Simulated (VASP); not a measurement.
# MnS (P6_3mc) in VASP: notebook, part 3 of 3

VASP 6.6.1. Earlier steps stand in the parts before.

### 6 Single point, PBE+U, collinear spin, antiferromagnetic start

Contents of INCAR:

```
SYSTEM = MnS
  PREC = Accurate
  ENCUT = 520
  EDIFF = 1E-6
  ISMEAR = 0
  SIGMA = 0.05
  LREAL = .False.
  LASPH = .True.
  NELM = 150
  ALGO = Normal
  ISIF = 2
  LWAVE = .False.
  LCHARG = .False.
  ISPIN = 2
  MAGMOM = 4.77 -4.77 -0.01 0.01
  LORBIT = 11
  LMAXMIX = 4
  LDAU = .True.
  LDAUTYPE = 2
  LDAUL = 2 -1
  LDAUU = 5 0
  LDAUJ = 0 0
  LDAUPRINT = 1
  GGA = PE
  NBANDS = 31
```

Contents of KPOINTS:

```
regular mesh
0
Gamma
  6 6 3
  0 0 0
```

Contents of POSCAR:

```
MnS
1.0
    3.9760016100      0.0000000000      0.0000000000
   -1.9880008000      3.4433184000      0.0000000000
    0.0000000000      0.0000000000      6.4320005000
Mn S
2 2
Direct
    0.3333333333      0.6666666667      0.0000000000
    0.6666666667      0.3333333333      0.5000000000
    0.3333333333      0.6666666667      0.3850000000
    0.6666666667      0.3333333333      0.8850000000
```

Potentials or basis: VASP PAW PBE potentials, release 64 (Mn_pv, S).

Command:

```bash
$ cat potpaw_PBE.64/Mn_pv/POTCAR potpaw_PBE.64/S/POTCAR > POTCAR
$ mpirun -np 1 vasp_std > vasp.out
```

OUTCAR:

```text
SYSTEM = MnS
   PREC = Accurate
   ENCUT = 520
   EDIFF = 1E-6
   ISMEAR = 0
   LREAL = .False.
   LASPH = .True.
   NELM = 150
   ISIF = 2
   ISPIN = 2
   LORBIT = 11
   GGA = PE

 ion  position               nearest neighbor table
   1  0.333  0.667  0.000-   4 2.41   4 2.41   4 2.41   3 2.48
   2  0.667  0.333  0.500-   3 2.41   3 2.41   3 2.41   4 2.48
   3  0.333  0.667  0.385-   2 2.41   2 2.41   2 2.41   1 2.48
   4  0.667  0.333  0.885-   1 2.41   1 2.41   1 2.41   2 2.48

  LATTYP: Found a hexagonal cell.
 ALAT       =     3.9760016100
 C/A-ratio  =     1.6177057081

  Lattice vectors:

 A1 = (   3.9760016100,   0.0000000000,   0.0000000000)
 A2 = (  -1.9880008000,   3.4433184000,   0.0000000000)
[... 1239 lines left out ...]
    -1.988000800  3.443318400  0.000000000     0.000000000  0.290417523  0.000000000
     0.000000000  0.000000000  6.432000500     0.000000000  0.000000000  0.155472625

 POSITION                                       TOTAL-FORCE (eV/Angst)
 -----------------------------------------------------------------------------------
      0.00000      2.29555      0.00000         0.000000      0.000000      0.330167
      1.98800      1.14777      3.21600        -0.000000      0.000000      0.330167
      0.00000      2.29555      2.47632         0.000000     -0.000000     -0.330167
      1.98800      1.14777      5.69232        -0.000000      0.000000     -0.330167
 -----------------------------------------------------------------------------------
    total drift:                               -0.000001     -0.000000      0.000409

  FREE ENERGIE OF THE ION-ELECTRON SYSTEM (eV)
  ---------------------------------------------------
  free  energy   TOTEN  =       -25.4828748064 eV

  energy  without entropy=      -25.4828748064  energy(sigma->0) =      -25.48287481

 total charge

# of ion       s       p       d       tot
------------------------------------------
    1        0.263   6.214   4.885  11.362
    2        0.263   6.214   4.885  11.362
    3        1.311   2.495   0.000   3.806
    4        1.311   2.495   0.000   3.806
--------------------------------------------------
tot          3.149  17.417   9.771  30.337

 magnetization (x)

# of ion       s       p       d       tot
------------------------------------------
    1        0.039   0.049   4.481   4.569
    2       -0.039  -0.049  -4.481  -4.569
    3       -0.001   0.001   0.000  -0.000
    4        0.001  -0.001   0.000   0.000
--------------------------------------------------
tot          0.000   0.000  -0.000  -0.000
```

OSZICAR:

```text
N       E                     dE             d eps       ncg     rms          rms(c)
DAV:   1     0.382999756661E+03    0.38300E+03   -0.20869E+04  1832   0.127E+03
DAV:   2     0.253341344190E+01   -0.38047E+03   -0.36213E+03  1799   0.368E+02
DAV:   3    -0.239378745872E+02   -0.26471E+02   -0.26156E+02  2088   0.104E+02
DAV:   4    -0.245275861576E+02   -0.58971E+00   -0.58885E+00  2013   0.159E+01
DAV:   5    -0.245383171405E+02   -0.10731E-01   -0.10730E-01  2097   0.238E+00    0.145E+01
DAV:   6    -0.244301518890E+02    0.10817E+00   -0.12239E+01  1778   0.381E+01    0.154E+01
DAV:   7    -0.254508838791E+02   -0.10207E+01   -0.31475E+00  1890   0.106E+01    0.945E+00
DAV:   8    -0.254554206578E+02   -0.45368E-02   -0.21833E-01  2004   0.372E+00    0.519E+00
DAV:   9    -0.254760082341E+02   -0.20588E-01   -0.38264E-02  1981   0.190E+00    0.576E-01
DAV:  10    -0.254820898962E+02   -0.60817E-02   -0.10472E-02  1920   0.136E+00    0.384E-01
DAV:  11    -0.254824501689E+02   -0.36027E-03   -0.12890E-03  2065   0.210E-01    0.229E-01
DAV:  12    -0.254827236917E+02   -0.27352E-03   -0.30234E-04  1838   0.126E-01    0.114E-01
DAV:  13    -0.254828735953E+02   -0.14990E-03   -0.10512E-04  1911   0.106E-01    0.335E-02
DAV:  14    -0.254828697347E+02    0.38606E-05   -0.30415E-05  2069   0.281E-02    0.141E-02
DAV:  15    -0.254828738349E+02   -0.41002E-05   -0.11019E-05  1834   0.146E-02    0.104E-02
DAV:  16    -0.254828748064E+02   -0.97147E-06   -0.51616E-07  1575   0.560E-03
   1 F= -.25482875E+02 E0= -.25482875E+02  d E =-.244635E-12  mag=     0.0000
```

stdout:

```text
POSCAR found type information on POSCAR MnS
 POSCAR found :  2 types and       4 ions
 scaLAPACK will be used
 LDA part: xc-table for (Slater+PW92), standard interpolation
 POSCAR, INCAR and KPOINTS ok, starting setup
 FFT: planning ... GRIDC
 FFT: planning ... GRID_SOFT
 FFT: planning ... GRID
 WAVECAR not read
 entering main loop
```

Run time: 1.8 min. Hardware: 1 thread of Oxide Virtual Turin-like, shared host; peak memory 0.22 GiB.

What came out:

| Property | Result |
| --- | --- |
| Free energy | -25.4829 eV |
| Pressure | 4.9 GPa |
| Largest force | 0.330 eV/Å |
| Band gap on the k mesh | 2.40 eV, direct |
| Net moment | 0.00 μB per cell |
| Site moments | Mn +4.57, -4.57; S -0.00, +0.00 μB |
| Valence electrons inside the program's atomic spheres | Mn 11.36; S 3.81 |

Forces on the atoms (eV/Å):
```
Mn   0.000  0.000  0.330
Mn   0.000  0.000  0.330
S    0.000  0.000 -0.330
S    0.000  0.000 -0.330
```

Stress tensor (GPa, compression positive):
```
6.13 0.00 0.00
0.00 6.13 0.00
0.00 0.00 2.36
```

Eigenvalues of the final occupation matrices:
| site | spin | trace | eigenvalues |
| --- | --- | --- | --- |
| site 1 d | 1 | 4.70 | 0.94 0.94 0.94 0.94 0.94 |
| site 1 d | 2 | 0.21 | 0.02 0.02 0.06 0.06 0.06 |
| site 2 d | 1 | 0.21 | 0.02 0.02 0.06 0.06 0.06 |
| site 2 d | 2 | 4.70 | 0.94 0.94 0.94 0.94 0.94 |

### 7 Summary

```tsv
potentials or basis	spin	fixed moment (μB)	cutoff (eV)	second run	gap on the mesh (eV)	pressure (GPa)	moment (μB)	largest force (eV/Å)
VASP PAW PBE potentials, release 64 (Mn_pv, S)	collinear, zero start	0.0	520	-	-	-11.5	0.00	0.30
VASP PAW PBE potentials, release 64 (Mn_sv, S)	collinear, ferrimagnetic start	7.5	600	valence_matched	-	-4.6	7.50	0.11
VASP PAW PBE potentials, release 64 (Mn_pv, S)	collinear, ferrimagnetic start	-	520	-	2.40	4.9	0.00	0.33
VASP PAW PBE potentials, release 64 (Mn_pv, S)	collinear, antiferromagnetic start	-	520	-	2.40	4.9	0.00	0.33
```

Alike in all rows: task single point; level PBE+U; Mn d U = 5.0 eV; cell as given; k mesh 6 × 6 × 3; smearing gaussian 0.05 eV.

Caveats: the total moment is fixed, so each spin has its own Fermi level (some runs).

Total energies depend on the potentials used, so only differences within one code and one set of settings carry meaning.
